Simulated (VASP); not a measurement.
# Li (Im-3m) in VASP: notebook

Li is run at these levels: PBEsol, PBE; tasks: vibrations by perturbation theory, elastic constants, single point.

Program: VASP 6.6.1. These are calculated values, not measurements. Logs are shortened: lines on timing, memory, paths and dates and some standing lists are left out, and cuts for length are marked.

### Step 1. The cell of the first run

The structure is cubic, space group Im-3m (No. 229). Conventional cell: a = 3.509 Å, b = 3.509 Å, c = 3.509 Å, α = 90.00°, β = 90.00°, γ = 90.00°. Within 4.0 Å of Li (site symmetry m-3m) lie 14 Li at 3.04 to 3.51 Å.

### Step 2. Vibrations by perturbation theory, PBEsol

INCAR

```
SYSTEM = Li
PREC = Accurate
ENCUT = 750
EDIFF = 1E-8
ISMEAR = -1
SIGMA = 0.05
LREAL = .FALSE.
LASPH = .TRUE.
NELM = 120
ALGO = Normal
ISIF = 2
LWAVE = .FALSE.
LCHARG = .TRUE.
GGA = PS
NBANDS = 8
IBRION = 8
NSW = 1
GGA_COMPAT = .FALSE.
```

KPOINTS

```
Automatic mesh
0
G
  8 8 8
  0 0 0
```

POSCAR

```
Li
1.0
   -1.7546500000      1.7546500000      1.7546500000
    1.7546500000     -1.7546500000      1.7546500000
    1.7546500000      1.7546500000     -1.7546500000
Li
1
Direct
    0.0000000000      0.0000000000      0.0000000000
```

Potentials or basis: VASP PAW PBE potentials, release 64 (Li_sv).

Run with:

```
> cat potpaw_PBE.64/Li_sv/POTCAR > POTCAR
> mpirun -np 1 vasp_std > vasp.out
```

OUTCAR:

```text
SYSTEM = Li
   PREC = Accurate
   ENCUT = 750
   EDIFF = 1E-8
   ISMEAR = -1
   LREAL = .FALSE.
   LASPH = .TRUE.
   NELM = 120
   ISIF = 2
   GGA = PS
   IBRION = 8
   NSW = 1

 ion  position               nearest neighbor table
   1  0.000  0.000  0.000-

  LATTYP: Found a body centered cubic cell.
 ALAT       =     3.5093000000

  Lattice vectors:

 A1 = (  -1.7546500000,   1.7546500000,   1.7546500000)
 A2 = (   1.7546500000,  -1.7546500000,   1.7546500000)
 A3 = (   1.7546500000,   1.7546500000,  -1.7546500000)

Analysis of symmetry for initial positions (statically):
=====================================================================
 Subroutine PRICEL returns:
 Original cell was already a primitive cell.

 Routine SETGRP: Setting up the symmetry group for a
 body centered cubic supercell.

 Subroutine GETGRP returns: Found 48 space group operations
 (whereof 48 operations were pure point group operations)
 out of a pool of 48 trial point group operations.

The static configuration has the point symmetry O_h .

Analysis of symmetry for dynamics (positions and initial velocities):
=====================================================================
 Subroutine PRICEL returns:
 Original cell was already a primitive cell.

 Routine SETGRP: Setting up the symmetry group for a
 body centered cubic supercell.

 Subroutine GETGRP returns: Found 48 space group operations
 (whereof 48 operations were pure point group operations)
 out of a pool of 48 trial point group operations.

The dynamic configuration has the point symmetry O_h .

 Subroutine INISYM returns: Found 48 space group operations
 (whereof 48 operations are pure point group operations),
 and found     1 'primitive' translations

----------------------------------------------------------------------------------------

                                     Primitive cell

  volume of cell :      21.6088

  direct lattice vectors                    reciprocal lattice vectors
    -1.754650000  1.754650000  1.754650000     0.000000000  0.284957114  0.284957114
     1.754650000 -1.754650000  1.754650000     0.284957114  0.000000000  0.284957114
     1.754650000  1.754650000 -1.754650000     0.284957114  0.284957114  0.000000000

  length of vectors
     3.039142950  3.039142950  3.039142950     0.402990215  0.402990215  0.402990215

  position of ions in fractional coordinates (direct lattice)
     0.000000000  0.000000000  0.000000000

  ion indices of the primitive-cell ions
   primitive index   ion index
                 1           1

----------------------------------------------------------------------------------------

 KPOINTS: Automatic mesh

Automatic generation of k-mesh.
 Grid dimensions read from file:
 generate k-points for:    8    8    8

 Generating k-lattice:

  Cartesian coordinates                     Fractional coordinates (reciprocal lattice)
     0.000000000  0.035619639  0.035619639     0.125000000  0.000000000  0.000000000
     0.035619639  0.000000000  0.035619639     0.000000000  0.125000000  0.000000000
     0.035619639  0.035619639  0.000000000     0.000000000  0.000000000  0.125000000

  Length of vectors
     0.050373777  0.050373777  0.050373777

  Shift w.r.t. Gamma in fractional coordinates (k-lattice)
     0.000000000  0.000000000  0.000000000

 Subroutine IBZKPT returns following result:
 ===========================================

 Found     29 irreducible k-points:

 Following reciprocal coordinates:
            Coordinates               Weight
[... 56 lines left out ...]
   EMIN   =  10.00;   EMAX   =-10.00  energy-range for DOS
   EFERMI =   0.00;   METHOD = LEGACY
   ISMEAR =    -1;   SIGMA  =   0.05  broadening in eV -4-tet -1-fermi 0-gaus
   EFERMI_NEDOS =   21; number of points for ismear=-14 and -15
   IALGO  =     38    algorithm
   IMIX   =      4    mixing-type and parameters
     AMIX     =   0.40;   BMIX     =  1.00
     AMIX_MAG =   1.60;   BMIX_MAG =  1.00
  volume/ion in A,a.u.               =      21.61       145.82
  Fermi-wavevector in a.u.,A,eV,Ry     =   0.847692  1.601906  9.776898  0.718582
  Thomas-Fermi vector in A             =   1.963238
   LORBIT       =      0    0 simple, 1 ext, 2 COOP (PROOUT), +10 PAW based schemes
   GGA     = PS    functional components
   LHFCALC =     F    Hartree Fock is set to
   AEXX    =    0.0000 exact exchange contribution
   IVDW    =     0    specifies the selected vdW correction
   LEPSILON=     F    determine dielectric tensor
   LRPA    =     F    only Hartree local field effects (RPA)
 non-spin polarized calculation
  energy-cutoff  :      750.00
  volume of cell :       21.61
 maximum number of plane-waves:      1048
   NGX = 13   NGY = 13   NGZ = 13

--------------------------------------- Ionic step        1  -------------------------------------------

 number of electron       2.9999999 magnetization

 Free energy of the ion-electron system (eV)
  ---------------------------------------------------
  ext. energy  EPLUGINS =         0.00000000
  ---------------------------------------------------
  free energy    TOTEN  =        -1.95547441 eV

  energy without entropy =       -1.94789627  energy(sigma->0) =       -1.95168534

 E-fermi :   0.4926     XC(G=0):  -6.8636

 val. band max:        0.4190889880   @ k =   0.2500   0.2500   0.0000
 cond. band min:       0.5510541894   @ k =   0.3750   0.1250   0.0000
 fundamental gap:      0.1319652014
 Fermi energy:         0.4925799519

 k-point     1 :       0.0000    0.0000    0.0000
  band No.  band energies     occupation
      1     -45.5617      2.00000
      2      -3.0267      2.00000
      3      14.4398      0.00000
      4      14.4398      0.00000
      5      14.4398      0.00000
      6      19.0275      0.00000
      7      19.0275      0.00000
      8      19.0275      0.00000
[... 243 lines left out ...]
 k-point    24 :      -0.3750    0.3750    0.2500
  band No.  band energies     occupation
      1     -45.5423      2.00000
      2       0.7926      0.00494
      3       6.1096      0.00000
      4       7.5692      0.00000
      5      10.8421      0.00000
      6      12.7246      0.00000
      7      17.0145      0.00000
      8      20.0142      0.00000

 [... further k-points ...]

------------------------ aborting loop because EDIFF is reached ----------------------------------------

  FORCE on cell =-STRESS in cart. coord.  units (eV):
  Direction    XX          YY          ZZ          XY          YZ          ZX
  --------------------------------------------------------------------------------------
  -------------------------------------------------------------------------------------
  Total       -0.1173225     -0.1173225     -0.1173225      0.0000000      0.0000000      0.0000000
  in kB       -8.6988233     -8.6988233     -8.6988233      0.0000000      0.0000000      0.0000000
  external PRESSURE =      -8.6988233 kB  Pullay stress =       0.0000000 kB

 VOLUME and BASIS-vectors are now :
 -----------------------------------------------------------------------------
  energy-cutoff  :      750.00
  volume of cell :       21.61
      direct lattice vectors                 reciprocal lattice vectors
    -1.754650000  1.754650000  1.754650000     0.000000000  0.284957114  0.284957114
     1.754650000 -1.754650000  1.754650000     0.284957114  0.000000000  0.284957114
     1.754650000  1.754650000 -1.754650000     0.284957114  0.284957114  0.000000000

 POSITION                                       TOTAL-FORCE (eV/Angst)
 -----------------------------------------------------------------------------------
      0.00000      0.00000      0.00000         0.000000      0.000000     -0.000000
 -----------------------------------------------------------------------------------
    total drift:                               -0.000000     -0.000000     -0.000000

  FREE ENERGIE OF THE ION-ELECTRON SYSTEM (eV)
  ---------------------------------------------------
  free  energy   TOTEN  =        -1.9554744111 eV

  energy  without entropy=       -1.9478962712  energy(sigma->0) =       -1.95168534

[... ionic steps 2 to 3 ...]

--------------------------------------- Ionic step        4  -------------------------------------------

 Free energy of the ion-electron system (eV)
  ---------------------------------------------------
  ---------------------------------------------------
  free energy    TOTEN  =        -0.17819394 eV

  energy without entropy =       -0.17819394

------------------------ aborting loop because EDIFF is reached ----------------------------------------

 INTERNAL STRAIN TENSOR  FOR ION    1  DIRECTION 1   (eV/Angst):
 -----------------------------------------------------------------------------
     0.00542 -0.00000 -0.00000
     0.00000  0.00610 -0.00000
     0.00000 -0.00000  0.00610

 INTERNAL STRAIN TENSOR FOR ION    1 for displacements in x,y,z  (eV/Angst):
          X           Y           Z          XY          YZ          ZX
  --------------------------------------------------------------------------------
  x     0.00000     0.00000     0.00000     0.00000     0.00000     0.00000
  y     0.00000     0.00000     0.00000     0.00000     0.00000     0.00000
  z     0.00000     0.00000     0.00000     0.00000     0.00000     0.00000

 SECOND DERIVATIVES (NOT SYMMETRIZED)
 ------------------------------------
               1X          1Y          1Z
  1X     0.031513    0.000000    0.000000
  1Y     0.000000    0.031513    0.000000
  1Z     0.000000    0.000000    0.031513

 Eigenvectors and eigenvalues of the dynamical matrix
 ----------------------------------------------------

   1 f/i=    1.048177 THz     6.585893 2PiTHz   34.963437 cm-1     4.334912 meV
             X         Y         Z           dx          dy          dz
      0.000000  0.000000  0.000000     1.000000    0.000000    0.000000

   2 f/i=    1.048177 THz     6.585893 2PiTHz   34.963437 cm-1     4.334912 meV
             X         Y         Z           dx          dy          dz
      0.000000  0.000000  0.000000     0.000000    1.000000    0.000000

   3 f/i=    1.048177 THz     6.585893 2PiTHz   34.963437 cm-1     4.334912 meV
             X         Y         Z           dx          dy          dz
      0.000000  0.000000  0.000000     0.000000    0.000000    1.000000

--------------------------------------------------------------------------------------------------------

 ELASTIC MODULI CONTR FROM IONIC RELAXATION (kBar)
 Direction    XX          YY          ZZ          XY          YZ          ZX
 --------------------------------------------------------------------------------
 XX           0.0000      0.0000      0.0000      0.0000      0.0000      0.0000
 YY           0.0000      0.0000      0.0000      0.0000      0.0000      0.0000
 ZZ           0.0000      0.0000      0.0000      0.0000      0.0000      0.0000
 XY           0.0000      0.0000      0.0000      0.0000      0.0000      0.0000
 YZ           0.0000      0.0000      0.0000      0.0000      0.0000      0.0000
 ZX           0.0000      0.0000      0.0000      0.0000      0.0000      0.0000
 --------------------------------------------------------------------------------
```

It took 64 s on 1 thread of Intel Xeon 8259CL, shared host; peak memory 0.18 GiB.

Caveat: some modes are imaginary; the PAW data sets were made with another functional, which shifts forces and pressure a little.

### Step 3. Elastic constants, PBEsol

INCAR

```
PREC     = Accurate       # precision mode
ENCUT    = 600            # plane-wave cutoff, eV
EDIFF    = 1E-8           # SCF threshold, eV
ISMEAR   = -1             # smearing method
SIGMA    = 0.05           # smearing width, eV
LREAL    = F              # projectors in reciprocal space
LASPH    = T              # aspherical terms in the spheres
NELM     = 100            # most SCF steps
ALGO     = Normal         # electronic algorithm
ISIF     = 3              # what is computed and relaxed
LWAVE    = F              # write WAVECAR
LCHARG   = F              # write CHGCAR
GGA      = PS             # functional
NBANDS   = 8              # bands
IBRION   = 6              # ionic algorithm
NFREE    = 2            
POTIM    = 0.015          # step
NSW      = 1              # ionic steps
```

KPOINTS

```
regular mesh
0
Gamma
  8 8 8
```

POSCAR is that of step 2.

Potentials or basis: VASP PAW PBE potentials, release 64 (Li_sv).

Run with:

```
> cat potpaw_PBE.64/Li_sv/POTCAR > POTCAR
> mpirun -np 1 vasp_std > vasp.out
```

OUTCAR:

```text
PREC = Accurate
   ENCUT = 600
   EDIFF = 1E-8
   ISMEAR = -1
   LREAL = F
   LASPH = T
   NELM = 100
   ISIF = 3
   GGA = PS
   IBRION = 6
   NFREE = 2
   POTIM = 0.015
   NSW = 1

 ion  position               nearest neighbor table
   1  0.000  0.000  0.000-

  LATTYP: Found a body centered cubic cell.
 ALAT       =     3.5093000000

  Lattice vectors:

 A1 = (  -1.7546500000,   1.7546500000,   1.7546500000)
 A2 = (   1.7546500000,  -1.7546500000,   1.7546500000)
 A3 = (   1.7546500000,   1.7546500000,  -1.7546500000)

Analysis of symmetry for initial positions (statically):
=====================================================================
 Subroutine PRICEL returns:
 Original cell was already a primitive cell.
[... 667 lines left out ...]
  z    -0.00000     0.00000     0.00000    -0.00000     0.00000    -0.00000

 INTERNAL STRAIN TENSORS FROM DISPLACED ATOMS
 ============================================

 INTERNAL STRAIN TENSOR FOR ION    1 for displacements in x,y,z  (eV/Angst):
          X           Y           Z          XY          YZ          ZX
  --------------------------------------------------------------------------------
  x     0.00000     0.00000     0.00000     0.00000     0.00000     0.00000
  y     0.00000     0.00000     0.00000     0.00000     0.00000     0.00000
  z     0.00000     0.00000     0.00000     0.00000     0.00000     0.00000

 Eigenvectors and eigenvalues of the dynamical matrix
 ----------------------------------------------------

   1 f/i=    0.000000 THz     0.000000 2PiTHz    0.000000 cm-1     0.000000 meV
             X         Y         Z           dx          dy          dz
      0.000000  0.000000  0.000000     1.000000    0.000000    0.000000

   2 f/i=    0.000000 THz     0.000000 2PiTHz    0.000000 cm-1     0.000000 meV
             X         Y         Z           dx          dy          dz
      0.000000  0.000000  0.000000     0.000000    1.000000    0.000000

   3 f/i=    0.000000 THz     0.000000 2PiTHz    0.000000 cm-1     0.000000 meV
             X         Y         Z           dx          dy          dz
      0.000000  0.000000  0.000000     0.000000    0.000000    1.000000

--------------------------------------------------------------------------------------------------------

 ELASTIC MODULI CONTR FROM IONIC RELAXATION (kBar)
 Direction    XX          YY          ZZ          XY          YZ          ZX
 --------------------------------------------------------------------------------
 XX           0.0000      0.0000      0.0000      0.0000      0.0000      0.0000
 YY           0.0000      0.0000      0.0000      0.0000      0.0000      0.0000
 ZZ           0.0000      0.0000      0.0000      0.0000      0.0000      0.0000
 XY           0.0000      0.0000      0.0000      0.0000      0.0000      0.0000
 YZ           0.0000      0.0000      0.0000      0.0000      0.0000      0.0000
 ZX           0.0000      0.0000      0.0000      0.0000      0.0000      0.0000
 --------------------------------------------------------------------------------

 TOTAL ELASTIC MODULI (kBar)
 Direction    XX          YY          ZZ          XY          YZ          ZX
 --------------------------------------------------------------------------------
 XX          59.2352    136.5409    136.5409     -0.0000      0.0000     -0.0000
 YY         136.5409     59.2352    136.5409     -0.0000     -0.0000      0.0000
 ZZ         136.5409    136.5409     59.2352     -0.0000      0.0000      0.0000
 XY          -0.0000     -0.0000     -0.0000    -75.5838     -0.0000      0.0000
 YZ           0.0000     -0.0000      0.0000     -0.0000    -75.5838     -0.0000
 ZX          -0.0000      0.0000      0.0000      0.0000     -0.0000    -75.5838
 --------------------------------------------------------------------------------
```

OSZICAR:

```text
N       E                     dE             d eps       ncg     rms          rms(c)
DAV:   1    -0.852536770219E-01   -0.85254E-01   -0.71722E+02   464   0.278E+02
DAV:   2    -0.193190626862E+01   -0.18467E+01   -0.18105E+01   672   0.348E+01
DAV:   3    -0.195716538590E+01   -0.25259E-01   -0.25230E-01   496   0.368E+00
[... 155 lines left out ...]
DAV:   4    -0.195515222412E+01   -0.22919E-06   -0.24554E-07   512   0.379E-03    0.554E-04
DAV:   5    -0.195515220250E+01    0.21623E-07   -0.12490E-08   656   0.772E-04    0.806E-05
DAV:   6    -0.195515221977E+01   -0.17274E-07   -0.62274E-10   384   0.224E-04    0.310E-05
DAV:   7    -0.195515223120E+01   -0.11430E-07   -0.70492E-11   256   0.712E-05    0.161E-06
DAV:   8    -0.195515223159E+01   -0.38889E-09   -0.27316E-11   240   0.424E-05
  15 F= -.19551522E+01 E0= -.19513457E+01  d E =-.761314E-02
```

stdout:

```text
POSCAR found type information on POSCAR Li
 POSCAR found :  1 types and       1 ions
 scaLAPACK will be used
 -----------------------------------------------------------------------------
|                                                                             |
|                                                                             |
|     You enforced a specific xc type in the INCAR file but a different       |
|     I HOPE YOU KNOW WHAT YOU ARE DOING!                                     |
|                                                                             |
 -----------------------------------------------------------------------------

 LDA part: xc-table for (Slater+PW92), standard interpolation
 POSCAR, INCAR and KPOINTS ok, starting setup
 FFT: planning ... GRIDC
 FFT: planning ... GRID_SOFT
 FFT: planning ... GRID
 WAVECAR not read
 entering main loop
 Found     1 degrees of freedom:
 Adding 6 more for cell shape distortion
 Finite differences POTIM= 0.01500 DOF=   7
 bond charge predicted
 Finite differences progress:
 bond charge predicted
 Finite differences progress:
 bond charge predicted
 Finite differences progress:
 bond charge predicted
 Finite differences progress:
 bond charge predicted
 Finite differences progress:
 bond charge predicted
 Finite differences progress:
 bond charge predicted
 Finite differences progress:
 bond charge predicted
 Finite differences progress:
 bond charge predicted
 Finite differences progress:
 bond charge predicted
 Finite differences progress:
 bond charge predicted
 Finite differences progress:
 bond charge predicted
 Finite differences progress:
 bond charge predicted
 Finite differences progress:
 bond charge predicted
 Finite differences progress:
```

It took 2.3 min on 1 thread of AMD EPYC 7R43 (Zen 3), shared host; peak memory 0.14 GiB.

What came out:

```
Elastic constants C11, C12, C44 : 6, 14, -8 GPa
Voigt bulk modulus              : 11 GPa
```

Elastic tensor in Voigt notation (GPa, in the Cartesian axes of the cell as first typed):
```
 6 14 14  0  0  0
14  6 14  0  0  0
14 14  6  0  0  0
 0  0  0 -8  0  0
 0  0  0  0 -8  0
 0  0  0  0  0 -8
```

Clamped-ion elastic tensor (GPa):
```
 6 14 14  0  0  0
14  6 14  0  0  0
14 14  6  0  0  0
 0  0  0 -8  0  0
 0  0  0  0 -8  0
 0  0  0  0  0 -8
```

Caveat: the cutoff is under 1.25 times the usual one of these potentials, so pressure, stress and relaxed cells hold a basis-set (Pulay) error; the elastic tensor has a negative eigenvalue, so either the cell is unstable as it stands or the mesh is too thin; the PAW data sets were made with another functional, which shifts forces and pressure a little.

[end of part 1 of 2]
